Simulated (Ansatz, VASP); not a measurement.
# Si2Mo: VASP beside Ansatz

INCAR

```
PREC = Accurate ; ENCUT = 520
EDIFF = 1E-6 ; ISMEAR = -1
SIGMA = 0.03 ; LREAL = False
LASPH = True ; NELM = 60
ALGO = Normal ; ISIF = 2
LWAVE = False ; LCHARG = False
GGA = PE ; NBANDS = 18
```

KPOINTS

```
regular mesh
0
Gamma
  12 12 16
```

Contents of POSCAR:

```
Si2Mo
1.0
   -1.5446950000      1.6233050000      3.9305000000
    1.6233050000     -1.5446950000      3.9305000000
    1.5766950000      1.5766950000     -3.8985000000
Si Mo
2 1
Direct
    0.3330000000      0.3330000000      0.0000000000
    0.6670000000      0.6670000000      0.0000000000
    0.0000000000      0.0000000000      0.0000000000
```

Input for Ansatz:

```yaml
crystal:
  lattice:
    - [-1.544695, 1.623305, 3.9305]
    - [1.623305, -1.544695, 3.9305]
    - [1.576695, 1.576695, -3.8985]
  atoms:
    - { symbol: Si, position: [0.333, 0.333, 0.0] }
    - { symbol: Si, position: [0.667, 0.667, 0.0] }
    - { symbol: Mo, position: [0.0, 0.0, 0.0] }
kpoints:
  mp_grid: { grid: [12, 12, 16] }
  band_path:
    path:
      - [0.0, 0.0, 0.0]
      - [0.5, 0.5, -0.5]
      - [0.9090867848, 0.0909132152, -0.5]
      - [0.0909132152, -0.0909132152, -0.5]
      - [0.0, 0.0, -0.5]
      - [0.0, 0.0, 0.0]
      - [0.5, -0.5, 0.0]
      - [0.5, 0.0, -0.5]
      - [0.0, 0.0, 0.0]
    npoints: 5
scf:
  occupations: { method: fermi_dirac, width: 0.03 }
hamiltonian:
  xc: pbe
  pseudopotentials: { kind: all_electron, lapw: { basis_error: 0.001 } }
output:
  forces: true
  stress: true
  eigenvalues: true
```

Change from the starting cell: equal xy, yz and zx shear strains of +2 %.

Alike in both runs: task single point; functional PBE; k mesh 12 × 12 × 16; occupations fermi-dirac, width 0.03 eV; no spin polarisation.

```csv
,VASP,Ansatz
version,VASP 6.6.1,Ansatz 0.2.0
potentials or method,"VASP PAW PBE potentials, release 64 (Si, Mo_sv), cutoff 520 eV","all-electron LAPW, scalar-relativistic"
```

|  | VASP | Ansatz | Ansatz less VASP |
| --- | --- | --- | --- |
| pressure (GPa) | 2.7 | 2.5 | -0.14 |
| traceless stress, the component that is largest in VASP (GPa) | -3.88 | -3.88 | -0.001 |
| rms of the force components (eV/Å) | 0.127 | 0.129 | +0.0019 |

Atom by atom the forces differ by 0.002 eV/Å (rms over components). Ansatz ran all-electron here, and VASP with PAW potentials.
